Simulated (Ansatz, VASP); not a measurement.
# TiPt3: VASP beside Ansatz

```xyz
4
Lattice="3.9476 0.0000 0.0000 0.0000 3.9476 0.0000 0.0000 0.0000 3.9476" Properties=species:S:1:pos:R:3 pbc="T T T"
Ti    0.0000    0.0000    0.0000
Pt    1.9738    1.9738    0.0000
Pt    1.9738    0.0000    1.9738
Pt    0.0000    1.9738    1.9738
```

Alike in both runs: functional PBE; k mesh 4 × 4 × 4; occupations gaussian, width 0.1 eV; no spin polarisation.

Ansatz relaxed the structure, and its values are those at the end. VASP's run is a single point on that final structure, the one shown.

|  | VASP | Ansatz |
| --- | --- | --- |
| version | VASP 6.6.1 | Ansatz 0.2.0 |
| potentials or method | VASP PAW PBE potentials, release 64 (Ti_sv, Pt), cutoff 500 eV | scalar-relativistic, plane waves, PAW |
| valence electrons in the cell | 42 | 66 |

VASP gave:

| Quantity | Value |
| --- | --- |
| gap on the k mesh at the Fermi level (eV) | none |
| pressure (GPa) | -0.6 |

Which values does Ansatz return?

gap on the k mesh at the Fermi level (eV): none; pressure (GPa): -0.2.

A gap of «none» marks a metal or a gap that the smearing closes. VASP's potentials hold 42 valence electrons a cell and Ansatz's 66, so a difference there can come from the potentials and not from the codes.

The k mesh is coarse, so the values compare programs but aren't converged. Spin-orbit coupling is off throughout.
